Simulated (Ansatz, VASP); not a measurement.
# Two plane-wave programs on NiO

```
Ni O
1.0
     0.00000    2.09503    2.07408
     2.09503    0.00000    2.07408
     2.09503    2.09503    0.00000
Ni O
1 1
Cartesian
  0.0000 0.0000 0.0000
  2.0950 2.0950 2.0741
```

Change from the starting cell: z stretched by -1 %, ions relaxed.

Alike in both runs: functional PBE; k mesh 19 × 19 × 19; occupations fermi-dirac, width 0.05 eV; collinear spin.

Ansatz relaxed the structure, and its values are those at the end. VASP's run is a single point on that final structure, the one shown.

```csv
,VASP,Ansatz
version,VASP 6.6.1,Ansatz 0.2.0
potentials or method,"VASP PAW PBE potentials, release 64 (Ni, O)","plane-wave PAW, scalar-relativistic"
plane-wave cutoff (eV),520,420
valence electrons in the cell,16,24
```

```tsv
	VASP	Ansatz	Ansatz less VASP
pressure (GPa)	4.6	5.1	+0.43
net moment per atom (μB)	0.84	0.86	+0.019
size of the moment on the site where the two differ most (μB)	0.25	0.27	+0.022
```

Site moments also hang on the region over which each program counts them. VASP's potentials hold 16 valence electrons a cell and Ansatz's 24, so a difference there can come from the potentials and not from the codes. Ansatz's warnings: stress scf threshold loose.
